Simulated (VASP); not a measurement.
Input of a VASP 6.6.1 run:

The input POSCAR:

```
BiTe
1.0
    5.4301243785      0.0000000000      0.0000000000
   -2.7150621892      4.7026256575      0.0000000000
    0.0000000000      0.0000000000      6.4869782359
Bi Te
2 2
Direct
    0.3333333333      0.6666666667      0.2500000000
    0.6666666667      0.3333333333      0.7500000000
    0.3333333333      0.6666666667      0.7500000000
    0.6666666667      0.3333333333      0.2500000000
```

INCAR.step1

```
SYSTEM = BiTe
PREC = Accurate
ENCUT = 520
ISMEAR = 0
SIGMA = 0.1
LREAL = .False.
LASPH = .True.
NELM = 60
NBANDS = 29
GGA = PE
ALGO = Normal
EDIFF = 1E-4
LWAVE = .True.
LCHARG = .False.
```

The input INCAR.step2:

```
SYSTEM = BiTe
PREC = Accurate
ENCUT = 520
EDIFF = 1E-6
ISMEAR = 0
SIGMA = 0.1
LREAL = .False.
LASPH = .True.
NELM = 60
ALGO = Normal
ISIF = 2
LWAVE = .False.
LCHARG = .False.
METAGGA = R2SCAN
LMIXTAU = .True.
NBANDS = 29
ISTART = 1
```

Contents of KPOINTS:

```
regular mesh
0
Gamma
  12 12 8
  0 0 0
```

Potentials or basis: VASP PAW PBE potentials, release 64 (Bi_d, Te).

The run is started by

```console
$ cat potpaw_PBE.64/Bi_d/POTCAR potpaw_PBE.64/Te/POTCAR > POTCAR
$ cp INCAR.step1 INCAR
$ mpirun -np 1 vasp_std > vasp.out
$ cp INCAR.step2 INCAR
$ mpirun -np 1 vasp_std > vasp.out
```

Question: Predict the band gap on the k mesh.

Answer: Zero (bands 21 and 22 overlap by 1.38 eV).

Question: What does it give for the pressure?

Answer: 0.0 GPa.

Caveat: the PAW data sets were made with another functional, which shifts forces and pressure a little; spin-orbit coupling is left out, which moves the levels of the heavy elements.
